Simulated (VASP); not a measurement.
Wanted: the native input for a VASP 6.6.1 run.

```yaml
Task: single point
Functional: LDA
Potentials_or_basis: VASP PAW LDA potentials, release 64 (Ba_sv, Te)
Cutoff: 520 eV
k_mesh: 7 × 7 × 7
Occupations: fermi-dirac, width 0.05 eV
Spin: no spin polarisation
Dipole_correction: no
Further_INCAR_settings: ALGO = Normal; EDIFF = 1e-06; NBANDS = 15
```

The structure of BaTe lies in POSCAR:

```
BaTe
1.0
    0.0000000000      3.3403886307      3.3403886307
    3.3403886307      0.0000000000      3.3403886307
    3.3403886307      3.3403886307      0.0000000000
Ba Te
1 1
Direct
    0.0000000000      0.0000000000      0.0000000000
    0.5000000000      0.5000000000      0.5000000000
```

The input as run:

INCAR

```
PREC = Accurate
ENCUT = 520
EDIFF = 1E-6
ISMEAR = -1
SIGMA = 0.05
LREAL = False
LASPH = True
NELM = 80
ALGO = Normal
ISIF = 2
LWAVE = False
LCHARG = False
GGA = CA
NBANDS = 15
```

KPOINTS

```
regular mesh
0
Gamma
  7 7 7
```

Potentials or basis: VASP PAW LDA potentials, release 64 (Ba_sv, Te).

Command:

```bash
$ cat potpaw_LDA.64/Ba_sv/POTCAR potpaw_LDA.64/Te/POTCAR > POTCAR
$ mpirun -np 1 vasp_std > vasp.out
```

It gave:

* Pressure: 4.1 GPa
* Band gap on the k mesh: 1.09 eV, indirect (least direct gap 1.46 eV)

Caveat: spin-orbit coupling is left out, which moves the levels of the heavy elements.

It took 17 s on 1 thread of AMD EPYC 7R43 64-Core Processor (Zen 3), with other jobs on the host, peak memory 0.15 GiB.
